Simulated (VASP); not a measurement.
Here is a VASP 6.6.1 calculation.

Contents of INCAR:

```
SYSTEM = NbP
  PREC = Accurate
  ENCUT = 520
  EDIFF = 1E-6
  ISMEAR = 0
  SIGMA = 0.1
  LREAL = .FALSE.
  LASPH = .TRUE.
  NELM = 80
  ALGO = Normal
  ISIF = 2
  LWAVE = .FALSE.
  LCHARG = .FALSE.
  GGA = PE
  NBANDS = 16
```

File KPOINTS:

```
Automatic mesh
0
G
  6 6 6
  0 0 0
```

Contents of POSCAR:

```
NbP
1.0
    3.1096124544      0.0000000000      0.0000000000
   -1.5548062272      2.6930033814      0.0000000000
    0.0000000000      0.0000000000      3.0029144772
Nb P
1 1
Direct
    0.6666666667      0.3333333333      0.0000000000
    0.3333333333      0.6666666667      0.5000000000
```

Potentials or basis: VASP PAW PBE potentials, release 64 (Nb_sv, P).

Command:

```sh
$ cat potpaw_PBE.64/Nb_sv/POTCAR potpaw_PBE.64/P/POTCAR > POTCAR
$ mpirun -np 1 vasp_std > vasp.out
```

(1) What does it give for the pressure?

(2) What does it give for the band gap on the k mesh?

Answers

(1) 78.4 GPa.

(2) zero (band 9 reaches 14.82 eV, above the bottom of band 10 at 13.36 eV).

Caveat: the k points lie up to 0.39 Å⁻¹ apart.
